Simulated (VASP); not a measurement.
# HfO2 (Fm-3m) in VASP: notebook

The runs below take HfO2 through vibrations by perturbation theory, with PBEsol.

Everything below comes from runs of VASP 6.6.1. Logs are shortened: lines on timing, memory, paths and dates and some standing lists are left out, and cuts for length are marked.

## 1. The cell of the first run

Symmetry: Fm-3m, No. 225, cubic system. Conventional cell: a = 4.954 Å, b = 4.954 Å, c = 4.954 Å, α = 90.00°, β = 90.00°, γ = 90.00°. Within 2.8 Å of Hf (site symmetry m-3m) lie 8 O at 2.15 Å. O (site symmetry -43m) has 4 Hf at 2.15 Å and 6 O at 2.48 Å within 2.8 Å.

## 2. Vibrations by perturbation theory, PBEsol

INCAR reads:

```
SYSTEM = HfO2
PREC = Accurate
ENCUT = 520
EDIFF = 1E-8
ISMEAR = 0
SIGMA = 0.01
LREAL = .FALSE.
LASPH = .TRUE.
NELM = 80
ALGO = Normal
ISIF = 2
LWAVE = .FALSE.
LCHARG = .TRUE.
GGA = PS
IBRION = 8
NSW = 1
LEPSILON = .TRUE.
```

KPOINTS reads:

```
Automatic mesh
0
G
  8 8 8
  0 0 0
```

POSCAR reads:

```
HfO2
1.0
    0.0000000000      2.4769320534      2.4769320534
    2.4769320534      0.0000000000      2.4769320534
    2.4769320534      2.4769320534      0.0000000000
Hf O
1 2
Direct
    0.0000000000      0.0000000000      0.0000000000
    0.2500000000      0.2500000000      0.2500000000
    0.7500000000      0.7500000000      0.7500000000
```

Potentials or basis: VASP PAW PBE potentials, release 64 (Hf_pv, O).

Command:

```bash
cat potpaw_PBE.64/Hf_pv/POTCAR potpaw_PBE.64/O/POTCAR > POTCAR
mpirun -np 1 vasp_std > vasp.out
```

OUTCAR:

```text
SYSTEM = HfO2
   PREC = Accurate
   ENCUT = 520
   EDIFF = 1E-8
   ISMEAR = 0
   LREAL = .FALSE.
   LASPH = .TRUE.
   NELM = 80
   ISIF = 2
   GGA = PS
   IBRION = 8
   NSW = 1
   LEPSILON = .TRUE.

 ion  position               nearest neighbor table
   1  0.000  0.000  0.000-   3 2.15   3 2.15   3 2.15   2 2.15   2 2.15   2 2.15   3 2.15   2 2.15

   2  0.250  0.250  0.250-   1 2.15   1 2.15   1 2.15   1 2.15
   3  0.750  0.750  0.750-   1 2.15   1 2.15   1 2.15   1 2.15

  LATTYP: Found a face centered cubic cell.
 ALAT       =     4.9538641068

  Lattice vectors:

 A1 = (   0.0000000000,   2.4769320534,   2.4769320534)
 A2 = (   2.4769320534,   0.0000000000,   2.4769320534)
 A3 = (   2.4769320534,   2.4769320534,   0.0000000000)

Analysis of symmetry for initial positions (statically):
=====================================================================
 Subroutine PRICEL returns:
 Original cell was already a primitive cell.

 Routine SETGRP: Setting up the symmetry group for a
 face centered cubic supercell.

 Subroutine GETGRP returns: Found 48 space group operations
 (whereof 48 operations were pure point group operations)
 out of a pool of 48 trial point group operations.

The static configuration has the point symmetry O_h .

Analysis of symmetry for dynamics (positions and initial velocities):
=====================================================================
 Subroutine PRICEL returns:
 Original cell was already a primitive cell.

 Routine SETGRP: Setting up the symmetry group for a
 face centered cubic supercell.

 Subroutine GETGRP returns: Found 48 space group operations
 (whereof 48 operations were pure point group operations)
 out of a pool of 48 trial point group operations.

The dynamic configuration has the point symmetry O_h .

 Subroutine INISYM returns: Found 48 space group operations
 (whereof 48 operations are pure point group operations),
 and found     1 'primitive' translations

----------------------------------------------------------------------------------------

                                     Primitive cell

  volume of cell :      30.3929

  direct lattice vectors                    reciprocal lattice vectors
     0.000000000  2.476932053  2.476932053    -0.201862622  0.201862622  0.201862622
     2.476932053  0.000000000  2.476932053     0.201862622 -0.201862622  0.201862622
     2.476932053  2.476932053  0.000000000     0.201862622  0.201862622 -0.201862622

  length of vectors
     3.502910903  3.502910903  3.502910903     0.349636318  0.349636318  0.349636318

  position of ions in fractional coordinates (direct lattice)
     0.000000000  0.000000000  0.000000000
     0.250000000  0.250000000  0.250000000
     0.750000000  0.750000000  0.750000000

  ion indices of the primitive-cell ions
   primitive index   ion index
                 1           1
                 2           2
                 3           3

----------------------------------------------------------------------------------------

 KPOINTS: Automatic mesh

Automatic generation of k-mesh.
 Grid dimensions read from file:
 generate k-points for:    8    8    8

 Generating k-lattice:

  Cartesian coordinates                     Fractional coordinates (reciprocal lattice)
    -0.025232828  0.025232828  0.025232828     0.125000000  0.000000000  0.000000000
     0.025232828 -0.025232828  0.025232828     0.000000000  0.125000000  0.000000000
     0.025232828  0.025232828 -0.025232828     0.000000000  0.000000000  0.125000000

  Length of vectors
     0.043704540  0.043704540  0.043704540

  Shift w.r.t. Gamma in fractional coordinates (k-lattice)
     0.000000000  0.000000000  0.000000000

 Subroutine IBZKPT returns following result:
[... 556 lines left out ...]
    total drift:                                0.000000      0.000000      0.000000

  FREE ENERGIE OF THE ION-ELECTRON SYSTEM (eV)
  ---------------------------------------------------
  free  energy   TOTEN  =       -31.5908711335 eV

  energy  without entropy=      -31.5908711335  energy(sigma->0) =      -31.59087113

 HEAD OF MICROSCOPIC STATIC DIELECTRIC TENSOR (INDEPENDENT PARTICLE, excluding Hartree and local field effects)
 ------------------------------------------------------
           5.458806     0.000000    -0.000000
           0.000000     5.458806     0.000000
           0.000000    -0.000000     5.458806
 ------------------------------------------------------

 Free energy of the ion-electron system (eV)
  ---------------------------------------------------
  ---------------------------------------------------
  free energy    TOTEN  =        -0.38131469 eV

  energy without entropy =       -0.38131469

------------------------ aborting loop because EDIFF is reached ----------------------------------------

--------------------------------------- Ionic step        2  -------------------------------------------

------------------------ aborting loop because EDIFF is reached ----------------------------------------

--------------------------------------- Ionic step        3  -------------------------------------------

------------------------ aborting loop because EDIFF is reached ----------------------------------------

 PIEZOELECTRIC TENSOR FIELD DIRECTION 3  (e Angst)
 -----------------------------------------------------------------------------
     0.00002  0.00000  0.00000           ( -0.00001  0.00000  0.00000)
     0.00000  0.00002 -0.00000           (  0.00000 -0.00001 -0.00000)
     0.00000  0.00000 -0.00043           (  0.00000 -0.00000  0.00000)

 PIEZOELECTRIC TENSOR FIELD DIRECTION 3  (C/m^2)
 -----------------------------------------------------------------------------
     0.00001  0.00000  0.00000
     0.00000  0.00001 -0.00000
     0.00000  0.00000 -0.00023

--------------------------------------- Ionic step        4  -------------------------------------------

------------------------ aborting loop because EDIFF is reached ----------------------------------------

[... ionic steps 5 to 6 ...]

--------------------------------------- Ionic step        7  -------------------------------------------

 Free energy of the ion-electron system (eV)
  ---------------------------------------------------
  ---------------------------------------------------
  free energy    TOTEN  =        -0.36616086 eV

  energy without entropy =       -0.36616086

------------------------ aborting loop because EDIFF is reached ----------------------------------------

 INTERNAL STRAIN TENSOR  FOR ION    2  DIRECTION 1   (eV/Angst):
 -----------------------------------------------------------------------------
    -0.00091  0.00000  0.00000
     0.00000  0.00054-10.54741
     0.00000-10.54741  0.00054

 MACROSCOPIC STATIC DIELECTRIC TENSOR (including local field effects in DFT)
 ------------------------------------------------------
           5.297473     0.000000    -0.000000
           0.000000     5.297473    -0.000000
           0.000000     0.000000     5.297473
 ------------------------------------------------------

 PIEZOELECTRIC TENSOR (including local field effects)  for field in x, y, z        (e  Angst)
          XX          YY          ZZ          XY          YZ          ZX
  --------------------------------------------------------------------------------
  x     0.00000     0.00000     0.00000     0.00000     0.00000     0.00000
  y     0.00000     0.00000     0.00000     0.00000     0.00000     0.00000
  z     0.00000     0.00000     0.00000     0.00000     0.00000     0.00000

 PIEZOELECTRIC TENSOR (including local field effects)  for field in x, y, z        (C/m^2)
          XX          YY          ZZ          XY          YZ          ZX
  --------------------------------------------------------------------------------
  x     0.00000     0.00000     0.00000     0.00000     0.00000     0.00000
  y     0.00000     0.00000     0.00000     0.00000     0.00000     0.00000
  z     0.00000     0.00000     0.00000     0.00000     0.00000     0.00000

 BORN EFFECTIVE CHARGES (including local field effects) (in |e|, cummulative output)
 ---------------------------------------------------------------------------------
 ion    1
    1     5.54436     0.00000     0.00000
    2     0.00000     5.54436     0.00000
    3     0.00000     0.00000     5.54436
 ion    2
    1    -2.77218     0.00000     0.00000
    2     0.00000    -2.77218     0.00000
    3     0.00000     0.00000    -2.77218
 ion    3
    1    -2.77218     0.00000     0.00000
    2     0.00000    -2.77218     0.00000
    3     0.00000     0.00000    -2.77218

 INTERNAL STRAIN TENSOR FOR ION    3 for displacements in x,y,z  (eV/Angst):
          X           Y           Z          XY          YZ          ZX
  --------------------------------------------------------------------------------
  x     0.00000    -0.00000    -0.00000     0.00000    10.54741     0.00000
  y     0.00000     0.00000     0.00000     0.00000     0.00000    10.54741
  z     0.00000     0.00000     0.00000    10.54741     0.00000     0.00000

 SECOND DERIVATIVES (NOT SYMMETRIZED)
 ------------------------------------
               1X          1Y          1Z          2X          2Y          2Z          3X          3Y          3Z
  1X    -8.350757    0.000000    0.000000    4.175379    0.000000    0.000000    4.175379    0.000000    0.000000
  1Y     0.000000   -8.350757    0.000000    0.000000    4.175379    0.000000    0.000000    4.175379    0.000000
  1Z     0.000000    0.000000   -8.350757    0.000000    0.000000    4.175379    0.000000    0.000000    4.175379
  2X     4.195836    0.000000    0.000000  -13.682030    0.000000    0.000000    9.486194    0.000000    0.000000
  2Y     0.000000    4.195836    0.000000    0.000000  -13.682030    0.000000    0.000000    9.486194    0.000000
  2Z     0.000000    0.000000    4.195836    0.000000    0.000000  -13.682030    0.000000    0.000000    9.486194
  3X     4.195836    0.000000    0.000000    9.486194    0.000000    0.000000  -13.682030    0.000000    0.000000
  3Y     0.000000    4.195836    0.000000    0.000000    9.486194    0.000000    0.000000  -13.682030    0.000000
  3Z     0.000000    0.000000    4.195836    0.000000    0.000000    9.486194    0.000000    0.000000  -13.682030

 Eigenvectors and eigenvalues of the dynamical matrix
 ----------------------------------------------------

   1 f  =   18.812092 THz   118.199862 2PiTHz  627.503856 cm-1    77.800528 meV
             X         Y         Z           dx          dy          dz
      0.000000  0.000000  0.000000    -0.000000    0.000000    0.000000
      1.238466  1.238466  1.238466    -0.706721    0.023342   -0.000000
      3.715398  3.715398  3.715398     0.706721   -0.023342    0.000000
[... 43 lines left out ...]
   9 f/i=    0.007612 THz     0.047830 2PiTHz    0.253919 cm-1     0.031482 meV
             X         Y         Z           dx          dy          dz
      0.000000  0.000000  0.000000     0.001120   -0.002202   -0.921193
      1.238466  1.238466  1.238466     0.000335   -0.000658   -0.275133
      3.715398  3.715398  3.715398     0.000335   -0.000658   -0.275133

--------------------------------------------------------------------------------------------------------

 MACROSCOPIC STATIC DIELECTRIC TENSOR IONIC CONTRIBUTION
 ------------------------------------------------------
          21.880669    -0.000000    -0.000000
          -0.000000    21.880669    -0.000000
          -0.000000    -0.000000    21.880669
 ------------------------------------------------------

 ELASTIC MODULI CONTR FROM IONIC RELAXATION (kBar)
 Direction    XX          YY          ZZ          XY          YZ          ZX
 --------------------------------------------------------------------------------
 XX          -0.0000     -0.0000     -0.0000     -0.0000     -0.0000     -0.0000
 YY          -0.0000     -0.0000     -0.0000     -0.0000      0.0000      0.0000
 ZZ          -0.0000     -0.0000     -0.0000      0.0000      0.0000     -0.0000
 XY          -0.0000     -0.0000      0.0000   -506.2527     -0.0000      0.0000
 YZ          -0.0000      0.0000      0.0000     -0.0000   -506.2527     -0.0000
 ZX          -0.0000      0.0000     -0.0000      0.0000     -0.0000   -506.2527
 --------------------------------------------------------------------------------

 PIEZOELECTRIC TENSOR IONIC CONTR  for field in x, y, z        (C/m^2)
          XX          YY          ZZ          XY          YZ          ZX
  --------------------------------------------------------------------------------
  x    -0.00000    -0.00000    -0.00000    -0.00000     0.00000    -0.00000
  y     0.00000     0.00000     0.00000     0.00000    -0.00000     0.00000
  z     0.00000    -0.00000    -0.00000     0.00000     0.00000     0.00000
```

Wall time 2.7 min (1 thread of Intel Xeon 6975P-C (Granite Rapids), shared host); peak memory 0.25 GiB.

Results:

| Property | Result |
| --- | --- |
| Electronic dielectric tensor (diagonal) | 5.30 |
| Born charges (mean of the diagonal) | Hf +5.54; O -2.77 e |
| Highest phonon frequency at Γ, LO-TO splitting left out | 628 cm⁻¹ |

Phonon frequencies in cm⁻¹ (negative: imaginary):
```tsv
q point	frequencies
(0.000, 0.000, 0.000)	0 0 0 290 290 290 628 628 628
```

Electronic dielectric tensor:
```
5.30 0.00 0.00
0.00 5.30 0.00
0.00 0.00 5.30
```

Born effective charge tensors (e):
atom 1, Hf
```
5.54 0.00 0.00
0.00 5.54 0.00
0.00 0.00 5.54
```
atom 2, O
```
-2.77  0.00  0.00
 0.00 -2.77  0.00
 0.00  0.00 -2.77
```
atom 3, O
```
-2.77  0.00  0.00
 0.00 -2.77  0.00
 0.00  0.00 -2.77
```

Caveat: the cell wasn't relaxed at this level first, which shifts response properties; spin-orbit coupling is left out, which moves the levels of the heavy elements.

[end of part 1 of 2]
